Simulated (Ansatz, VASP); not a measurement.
**One calculation of SrTiO3, two programs**

File INCAR:

```
  ALGO = Normal
  EDIFF = 1E-6
  ENCUT = 520
  GGA = PE
  GGA_COMPAT = False
  ISIF = 2
  ISMEAR = 0
  LASPH = True
  LCHARG = True
  LMAXMIX = 4
  LORBIT = 11
  LORBMOM = True
  LREAL = False
  LSORBIT = True
  LVHAR = True
  LWAVE = False
  MAGMOM = 0 0 0 0 0 0 0 0 0 0 0 0 0 0 0
  NBANDS = 55
  NELM = 150
  PREC = Accurate
  SIGMA = 0.01
```

KPOINTS

```
k-points
0
Gamma
  6 6 6
```

File POSCAR:

```
SrTiO3
1.0
    3.9068515418      0.0000000000      0.0000000000
    0.0000000000      3.9068515418      0.0000000000
    0.0000000000      0.0000000000      3.9068515418
Sr Ti O
1 1 3
Direct
    0.0000000000      0.0000000000      0.0000000000
    0.5000000000      0.5000000000      0.5000000000
    0.5000000000      0.0000000000      0.5000000000
    0.5000000000      0.5000000000      0.0000000000
    0.0000000000      0.5000000000      0.5000000000
```

Input for Ansatz:

```yaml
crystal:
  lattice:
    - [3.9068515418, 0.0, 0.0]
    - [0.0, 3.9068515418, 0.0]
    - [0.0, 0.0, 3.9068515418]
  atoms:
    - { symbol: Sr, position: [0.0, 0.0, 0.0] }
    - { symbol: Ti, position: [0.5, 0.5, 0.5] }
    - { symbol: O, position: [0.5, 0.0, 0.5] }
    - { symbol: O, position: [0.5, 0.5, 0.0] }
    - { symbol: O, position: [0.0, 0.5, 0.5] }
kpoints:
  mp_grid: { grid: [6, 6, 6] }
  band_path:
    path: [[0.0, 0.0, 0.0], [0.0, 0.5, 0.0], [0.5, 0.5, 0.0], [0.5, 0.5, 0.5]]
    npoints: 1
hamiltonian:
  xc: pbe
scf:
  occupations: { method: fixed }
  n_extra_bands: 10
magnetization:
  noncollinear: true
  spin_orbit: true
output:
  forces: true
  stress: true
  eigenvalues: true
```

Alike in both runs: task single point; functional PBE; k mesh 6 × 6 × 6; non-collinear spin, spin-orbit coupling.

|  | VASP | Ansatz |
| --- | --- | --- |
| version | VASP 6.6.1 | Ansatz 0.2.0 |
| potentials or method | VASP PAW PBE potentials, release 64 (Sr_sv, Ti_sv, O) | plane waves, PAW |
| plane-wave cutoff (eV) | 520 | 420 |
| occupations | gaussian, width 0.01 eV | fixed |
| valence electrons in the cell | 40 | 40 |

|  | VASP | Ansatz | Ansatz less VASP |
| --- | --- | --- | --- |
| pressure (GPa) | 4.7 | 4.1 | -0.65 |
| net moment per atom (μB) | 0.00 | 0.00 | 0.000 |
